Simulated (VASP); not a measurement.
# C in VASP: single point with PBE

Aim: the single point of C with PBE.

All numbers are computed with VASP 6.6.1; they aren't measurements. Logs are shortened: lines on timing, memory, paths and dates and some standing lists are left out, and cuts for length are marked.

## 1. The cell of the first run

The typed cell holds 10 atoms: a = 2.519 Å, b = 2.519 Å, c = 10.468 Å, α = 83.09°, β = 83.09°, γ = 60.00°.

## 2. Single point, PBE

Input file INCAR:

```
  ALGO = Normal
  EDIFF = 1E-6
  ENCUT = 520
  GGA = PE
  ISIF = 2
  ISMEAR = 0
  LASPH = True
  LCHARG = True
  LELF = True
  LREAL = False
  LVHAR = True
  LWAVE = False
  NBANDS = 31
  NELM = 60
  PREC = Accurate
  SIGMA = 0.05
```

Input file KPOINTS:

```
k-points
0
Gamma
  10 10 3
```

Input file POSCAR:

```
C
1.0
   -2.5194924611      0.0000000000      0.0000000000
   -1.2597462306     -2.1819444760      0.0000000000
   -1.2598722052     -0.7273875568     10.3668212017
C
10
Direct
   -0.5579876529     -0.5579876529      0.8741755410
    0.4916676729      0.4916676729      0.7252244590
    0.0248472583      0.0248472583      0.1257456505
    0.5755327617      0.5755327617      0.4736543495
   -0.0248422922     -0.0248422922      0.2747993967
    0.6252223122      0.6252223122      0.3246006033
   -0.2413564167     -0.2413564167      0.9242768224
    0.1750364367      0.1750364367      0.6751231776
    0.3748777158      0.3748777158      0.0756592868
    0.2255023042      0.2255023042      0.5237407132
```

Potentials or basis: VASP PAW PBE potentials, release 64 (C).

Run with:

```bash
cat potpaw_PBE.64/C/POTCAR > POTCAR
mpirun -np 1 vasp_std > vasp.out
```

OUTCAR:

```text
EDIFF = 1E-6
   ENCUT = 520
   GGA = PE
   ISIF = 2
   ISMEAR = 0
   LASPH = True
   LREAL = False
   NELM = 60
   PREC = Accurate

 ion  position               nearest neighbor table
   1  0.442  0.442  0.874-   2 1.54   7 1.54   7 1.54   7 1.54
   2  0.492  0.492  0.725-   1 1.54   8 1.54   8 1.54   8 1.54
   3  0.025  0.025  0.126-   9 1.54   9 1.54   9 1.54   5 1.55
   4  0.576  0.576  0.474-  10 1.54  10 1.54  10 1.54   6 1.55
   5  0.975  0.975  0.275-   6 1.54   6 1.54   6 1.54   3 1.55
   6  0.625  0.625  0.325-   5 1.54   5 1.54   5 1.54   4 1.55
   7  0.759  0.759  0.924-   1 1.54   1 1.54   1 1.54
   8  0.175  0.175  0.675-   2 1.54   2 1.54   2 1.54  10 1.57
   9  0.375  0.375  0.076-   3 1.54   3 1.54   3 1.54
  10  0.226  0.226  0.524-   4 1.54   4 1.54   4 1.54   8 1.57

  LATTYP: Found a trigonal (rhomboedric) cell.
 ALAT       =    10.4683674790
 COS(alpha) =     0.9710373556

  Lattice vectors:

 A1 = (   1.2596202559,  -0.7273875568,  10.3668212017)
 A2 = (  -0.0001259746,   1.4545569192,  10.3668212017)
 A3 = (  -1.2598722052,  -0.7273875568,  10.3668212017)

Analysis of symmetry for initial positions (statically):
=====================================================================
 Subroutine PRICEL returns:
 Original cell was already a primitive cell.

 Routine SETGRP: Setting up the symmetry group for a
 trigonal (rhombohedral) supercell.

 Subroutine GETGRP returns: Found  2 space group operations
 (whereof  2 operations were pure point group operations)
 out of a pool of 12 trial point group operations.

The static configuration has the point symmetry C_1h.

Analysis of symmetry for dynamics (positions and initial velocities):
=====================================================================
 Subroutine PRICEL returns:
 Original cell was already a primitive cell.

 Routine SETGRP: Setting up the symmetry group for a
 trigonal (rhombohedral) supercell.

 Subroutine GETGRP returns: Found  2 space group operations
 (whereof  2 operations were pure point group operations)
 out of a pool of 12 trial point group operations.

The dynamic configuration has the point symmetry C_1h.

 Subroutine INISYM returns: Found  2 space group operations
 (whereof  2 operations are pure point group operations),
 and found     1 'primitive' translations

[... 139 lines left out ...]
   ISYM   =      2    0-nonsym 1-usesym 2-fastsym
   POTIM  = 0.5000    time-step for ionic-motion
   TEBEG  =    0.0;   TEEND  =   0.0 temperature during run
   PSTRESS=    0.0 pullay stress
   NELECT =      40.0000    total number of electrons
   NUPDOWN=      -1.0000    fix difference up-down
   EMIN   =  10.00;   EMAX   =-10.00  energy-range for DOS
   EFERMI =   0.00;   METHOD = LEGACY
   ISMEAR =     0;   SIGMA  =   0.05  broadening in eV -4-tet -1-fermi 0-gaus
   EFERMI_NEDOS =   21; number of points for ismear=-14 and -15
   IALGO  =     38    algorithm
   IMIX   =      4    mixing-type and parameters
     AMIX     =   0.40;   BMIX     =  1.00
     AMIX_MAG =   1.60;   BMIX_MAG =  1.00
  volume/ion in A,a.u.               =       5.70        38.46
  Fermi-wavevector in a.u.,A,eV,Ry     =   1.454881  2.749326 28.799149  2.116678
  Thomas-Fermi vector in A             =   2.571980
   LORBIT       =      0    0 simple, 1 ext, 2 COOP (PROOUT), +10 PAW based schemes
   GGA     = PE    functional components
   LHFCALC =     F    Hartree Fock is set to
   AEXX    =    0.0000 exact exchange contribution
   IVDW    =     0    specifies the selected vdW correction
   LEPSILON=     F    determine dielectric tensor
   LRPA    =     F    only Hartree local field effects (RPA)
 non-spin polarized calculation
 Gauss-broadening in eV      SIGMA  =   0.05
  energy-cutoff  :      520.00
  volume of cell :       56.99
 maximum number of plane-waves:      1557
   NGX =  9   NGY =  9   NGZ = 39

 number of electron      39.9999995 magnetization

 Free energy of the ion-electron system (eV)
  ---------------------------------------------------
  ext. energy  EPLUGINS =         0.00000000
  ---------------------------------------------------
  free energy    TOTEN  =       -86.25249188 eV

  energy without entropy =      -86.25098971  energy(sigma->0) =      -86.25174079

 E-fermi :   9.9680     XC(G=0): -13.2823

 val. band max:        9.9620127702   @ k =  -0.3000   0.3000   0.3333
 cond. band min:       9.9686077852   @ k =  -0.4000   0.3000  -0.0000
 fundamental gap:      0.0065950150
 Fermi energy:         9.9680065263

 k-point     1 :       0.0000    0.0000    0.0000
  band No.  band energies     occupation
      1     -11.7709      2.00000
      2     -10.6777      2.00000
      3     -10.6077      2.00000
      4      -7.6111      2.00000
      5      -7.4604      2.00000
      6      -1.7908      2.00000
[... 805 lines left out ...]
     30      19.8324      0.00000
     31      21.0555      0.00000

 [... further k-points ...]

------------------------ aborting loop because EDIFF is reached ----------------------------------------

  FORCE on cell =-STRESS in cart. coord.  units (eV):
  Direction    XX          YY          ZZ          XY          YZ          ZX
  --------------------------------------------------------------------------------------
  -------------------------------------------------------------------------------------
  Total       -1.8714995     -1.8756415      9.2374509      0.0035871      0.0034830      0.0060327
  in kB      -52.6135897    -52.7300347    259.6930703      0.1008443      0.0979165      0.1695965
  external PRESSURE =      51.4498153 kB  Pullay stress =       0.0000000 kB

 VOLUME and BASIS-vectors are now :
 -----------------------------------------------------------------------------
  energy-cutoff  :      520.00
  volume of cell :       56.99
      direct lattice vectors                 reciprocal lattice vectors
    -2.519492461  0.000000000  0.000000000    -0.396905335  0.229153402 -0.032157077
    -1.259746231 -2.181944476  0.000000000     0.000000000 -0.458306804 -0.032157077
    -1.259872205 -0.727387557 10.366821202     0.000000000  0.000000000  0.096461585

 POSITION                                       TOTAL-FORCE (eV/Angst)
 -----------------------------------------------------------------------------------
     -2.77182     -1.60031      9.06242         0.001891      0.001092     -0.419779
     -2.77182     -1.60031      7.51827         0.000171      0.000099     -0.685251
     -0.25233     -0.14568      1.30358         0.001132      0.000654     -0.461606
     -2.77182     -1.60031      4.91029        -0.002064     -0.001192      0.134529
     -4.03157     -2.32763      2.84880        -0.001792     -0.001035      0.480488
     -2.77182     -1.60031      3.36508         0.002109      0.001218     -0.081414
     -4.03157     -2.32763      9.58181        -0.001359     -0.000785     -3.194026
     -1.51207     -0.87300      6.99888        -0.001071     -0.000618      0.161231
     -1.51207     -0.87300      0.78435        -0.000408     -0.000235      4.211026
     -1.51207     -0.87300      5.42953         0.001390      0.000802     -0.145198
 -----------------------------------------------------------------------------------
    total drift:                               -0.000016     -0.000009     -0.000177

  FREE ENERGIE OF THE ION-ELECTRON SYSTEM (eV)
  ---------------------------------------------------
  free  energy   TOTEN  =       -86.2524918802 eV

  energy  without entropy=      -86.2509897090  energy(sigma->0) =      -86.25174079
```

Wall time 80 s (1 thread of Intel Xeon 6975P-C (Granite Rapids), shared host); peak memory 0.21 GiB.

Results:

```
Free energy            : -86.2525 eV
Pressure               : 5.1 GPa
Largest force          : 4.211 eV/Å
Band gap on the k mesh : zero (bands 20 and 21 overlap by 0.38 eV)
```

Forces in eV/Å, atoms in the order of the input:
```
C    0.002  0.001 -0.420
C    0.000  0.000 -0.685
C    0.001  0.001 -0.462
C   -0.002 -0.001  0.135
C   -0.002 -0.001  0.480
C    0.002  0.001 -0.081
C   -0.001 -0.001 -3.194
C   -0.001 -0.001  0.161
C    0.000  0.000  4.211
C    0.001  0.001 -0.145
```

Stress tensor (GPa, compression positive):
```
-5.26  0.01  0.02
 0.01 -5.27  0.01
 0.02  0.01 25.97
```

Caveat: the cell stands under pressure; forces of over 1 eV/Å act on the atoms, so gaps and moduli don't describe the material at rest.
